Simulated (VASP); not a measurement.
Input of a VASP 6.6.1 run:

File INCAR:

```
SYSTEM = ReS3
PREC     = Accurate       ! precision mode
ENCUT    = 600            ! plane-wave cutoff, eV
EDIFF    = 1E-7           ! SCF threshold, eV
ISMEAR   = 0              ! smearing method
SIGMA    = 0.1            ! smearing width, eV
LREAL    = .False.        ! projectors in reciprocal space
LASPH    = .True.         ! aspherical terms in the spheres
NELM     = 60             ! most SCF steps
ALGO     = Normal         ! electronic algorithm
ISIF     = 3              ! what is computed and relaxed
LWAVE    = .False.        ! write WAVECAR
LCHARG   = .False.        ! write CHGCAR
GGA      = PE             ! functional
IBRION   = 2              ! ionic algorithm
NSW      = 90             ! ionic steps
EDIFFG   = -0.04          ! ionic threshold
```

KPOINTS

```
Automatic mesh
0
Gamma
  6 6 6
  0 0 0
```

Contents of POSCAR:

```
ReS3
1.0
   -2.4576513293      2.4576513293      2.4576513293
    2.4576513293     -2.4576513293      2.4576513293
    2.4576513293      2.4576513293     -2.4576513293
Re S
1 3
Direct
    0.0000000000      0.0000000000      0.0000000000
    0.0000000000      0.5000000000      0.5000000000
    0.5000000000      0.0000000000      0.5000000000
    0.5000000000      0.5000000000      0.0000000000
```

Potentials or basis: VASP PAW PBE potentials, release 64 (Re, S).

The run is started by

```bash
$ cat potpaw_PBE.64/Re/POTCAR potpaw_PBE.64/S/POTCAR > POTCAR
$ mpirun -np 1 vasp_std > vasp.out
```

(1) Predict the space group after relaxing (to 0.1 Å).

(2) What does it give for the band gap on the k mesh?

(3) What does it give for the relaxed volume?

Results:

(1) Im-3m (No. 229).

(2) zero (an odd number of electrons rules out a gap without spin polarisation).

(3) 14.95 Å³/atom.

Caveat: spin-orbit coupling is left out, which moves the levels of the heavy elements.
